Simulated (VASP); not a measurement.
Runs of VASP 6.6.1 on In2Te2O. The structure is that of space group P-3m1 (No. 164), or close to it. The cells are those of the table. 

```tsv
task	cell	k mesh	cutoff (eV)	gap on the mesh (eV)	pressure (GPa)	relaxed volume (Å³/atom)	largest force (eV/Å)
single point	a = 4.508, b = 4.508, c = 7.248 Å, angles 90.0, 90.0, 120.0°, 5 atoms	6 × 6 × 2	520	none	-0.2	-	0.01
single point	a = 4.705, b = 4.705, c = 8.020 Å, angles 90.0, 90.0, 120.0°, 5 atoms	6 × 6 × 2	520	none	(b)	-	(a)
single point	a = 4.485, b = 4.485, c = 7.299 Å, angles 90.0, 90.0, 120.0°, 5 atoms	12 × 12 × 6	520	none	-0.1	-	0.01
relaxation of cell and atoms	relaxed from a = 4.508, b = 4.508, c = 7.248 Å, angles 90.0, 90.0, 120.0°, 5 atoms	6 × 6 × 4	600	none	0.1	25.39	0.01
relaxation of cell and atoms	relaxed from a = 4.705, b = 4.705, c = 8.020 Å, angles 90.0, 90.0, 120.0°, 5 atoms	6 × 6 × 2	600	none	0.0	25.94	0.04
single point	a = 4.503, b = 4.503, c = 7.256 Å, angles 90.0, 90.0, 120.0°, 5 atoms	6 × 6 × 4	520	none	-0.1	-	0.02
```

Alike in all rows: level PBE; potentials or basis VASP PAW PBE potentials, release 64 (In_d, Te, O); no spin polarisation; smearing gaussian 0.1 eV.

Q: Fill in the values left out.

A: (a) 1.40; (b) 0.6.

Caveats: some runs use coarse meshes; spin-orbit coupling is left out, which moves the levels of the heavy elements; forces of over 1 eV/Å act on the atoms, so gaps and moduli don't describe the material at rest (some runs); the volume moved by over 15 % at a fixed basis, so the end points are rough (some runs).

A k mesh can miss the band edges, and the runs leave out spin-orbit coupling on In, Te.

A gap of «none» marks levels without a gap at the run's occupations.
